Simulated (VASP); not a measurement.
Runs of VASP 6.6.1 on PtS2. The structure is that of space group P-3m1 (No. 164), or close to it. The cells are those of the table. 

```tsv
task	potentials or basis	cell	k mesh	cutoff (eV)	smearing	second run	gap on the mesh (eV)	pressure (GPa)	largest force (eV/Å)
single point	VASP PAW PBE potentials, release 64 (Pt, S)	a = 3.543, b = 3.543, c = 5.039 Å, angles 90.0, 90.0, 120.0°, 3 atoms	6 × 6 × 4	520	gaussian 0.1 eV	-	0.98	(b)	1.25
single point	VASP PAW PBE potentials, release 64 (Pt, S)	a = 3.583, b = 3.583, c = 4.663 Å, angles 90.0, 90.0, 120.0°, 3 atoms	12 × 12 × 6	520	gaussian 0.01 eV	-	0.08	-0.5	0.05
single point	VASP PAW PBE potentials, release 64 (Pt_sv_GW, S)	a = 3.543, b = 3.543, c = 5.039 Å, angles 90.0, 90.0, 120.0°, 3 atoms	6 × 6 × 4	500	gaussian 0.1 eV	valence_matched	0.98	(a)	1.27
relaxation of cell and atoms	VASP PAW PBE potentials, release 64 (Pt, S)	relaxed from a = 3.578, b = 3.578, c = 4.758 Å, angles 90.0, 90.0, 120.0°, 3 atoms	12 × 12 × 6	600	gaussian 0.01 eV	-	(c)	0.0	-
```

Alike in all rows: level PBE+D3(BJ); no spin polarisation.

Task: Fill in the values left out.

Result: (a) 6.4; (b) 7.3; (c) 0.12.

Caveats: spin-orbit coupling is left out, which moves the levels of the heavy elements; forces of over 1 eV/Å act on the atoms, so gaps and moduli don't describe the material at rest (some runs).

A k mesh can miss the band edges, and the runs leave out spin-orbit coupling on Pt.

The runs don't all hold the same shells in valence.
